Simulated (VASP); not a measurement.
Set up this calculation in VASP 6.6.1, as the native input.

```yaml
Task: single point
Functional: PBE
Potentials_or_basis: VASP PAW PBE potentials, release 64 (Li_sv, B)
Cutoff: 520 eV
k_mesh: 6 × 6 × 4
Occupations: gaussian, width 0.1 eV
Spin: no spin polarisation
Dipole_correction: no
Further_INCAR_settings: ALGO = Normal; EDIFF = 1e-06; NBANDS = 12
```

The structure of Li2B lies in POSCAR:

```
Li2B
1.0
    2.5727875030      0.0000000000      0.0000000000
   -1.2863937515      2.2280993362      0.0000000000
    0.0000000000      0.0000000000      6.1990991586
Li B
2 1
Direct
    0.6666666667      0.3333333333      0.7197432748
    0.6666666667      0.3333333333      0.2802567252
    0.3333333333      0.6666666667      0.0000000000
```

These files were run (other wordings do the same):

INCAR

```
SYSTEM = Li2B
  ALGO = Normal
  EDIFF = 1E-6
  ENCUT = 520
  GGA = PE
  ISIF = 2
  ISMEAR = 0
  LASPH = .TRUE.
  LCHARG = .TRUE.
  LELF = .TRUE.
  LREAL = .FALSE.
  LVHAR = .TRUE.
  LWAVE = .FALSE.
  NBANDS = 12
  NELM = 100
  PREC = Accurate
  SIGMA = 0.1
```

KPOINTS

```
k-points
0
G
  6 6 4
  0 0 0
```

Potentials or basis: VASP PAW PBE potentials, release 64 (Li_sv, B).

The run is started by

```bash
$ cat potpaw_PBE.64/Li_sv/POTCAR potpaw_PBE.64/B/POTCAR > POTCAR
$ mpirun -np 1 vasp_std > vasp.out
```

It gave:

* Largest force: 0.012 eV/Å

Caveat: the k points lie up to 0.47 Å⁻¹ apart.

Run time: 5.7 s on 1 thread of Intel(R) Xeon(R) Platinum 8375C CPU @ 2.90GHz (Ice Lake) (shared host), peak memory 0.14 GiB.
